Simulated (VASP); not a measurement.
## PbSe: electric field gradients with PBE

PbSe:

```
CELL_PARAMETERS angstrom
0.00000 3.03198 3.12339
3.03198 0.00000 3.12339
3.03198 3.03198 0.00000
ATOMIC_POSITIONS crystal
Pb 0.00000 0.00000 0.00000
Se 0.50000 0.50000 0.50000
```

This cell differs from its parent crystal: z stretched by +2 % at fixed volume.

| Property | Result |
| --- | --- |
| Program | VASP 6.6.1 |
| Task | electric field gradients |
| Functional | PBE |
| Potentials or basis | VASP PAW PBE potentials, release 64 (Pb_d, Se) |
| Cutoff | 400 eV |
| k mesh | 7 × 7 × 7 |
| Occupations | fermi-dirac, width 0.02 eV |
| Spin | no spin polarisation |
| Dipole correction | no |
| Further INCAR settings | ALGO = Normal; EDIFF = 1e-08; NBANDS = 17 |

The pressure is 2.4 GPa. The band gap on the k mesh is 0.85 eV, direct.

Stress tensor (GPa, compression positive):
```
3.59 0.00 0.00
0.00 3.59 0.00
0.00 0.00 0.00
```

Levels at points of the mesh, in eV from the valence-band top:
```tsv
k point	band 6	band 7	band 8	band 9	band 10	band 11	band 12	band 13	band 14	band 15
(0.00, 0.00, 0.00)	-13.35	-6.06	-1.72	-1.72	-1.47	4.51	5.18	5.18	6.64	6.82
```

Electric field gradients, principal values (V/Å²):
```
atom    least   middle  greatest (by size)
1 Pb  -44.583  -44.585              89.168
2 Se   -3.251   -3.251               6.502
```

It took 57 s on 1 thread of AMD EPYC 7R13 (shared host), peak memory 0.14 GiB.

Caveat: without QUAD_EFG the Cq values of the log hold for a quadrupole moment of 1 mb, not for the nuclei; spin-orbit coupling is left out, which moves the levels of the heavy elements. A k mesh can miss the band edges.
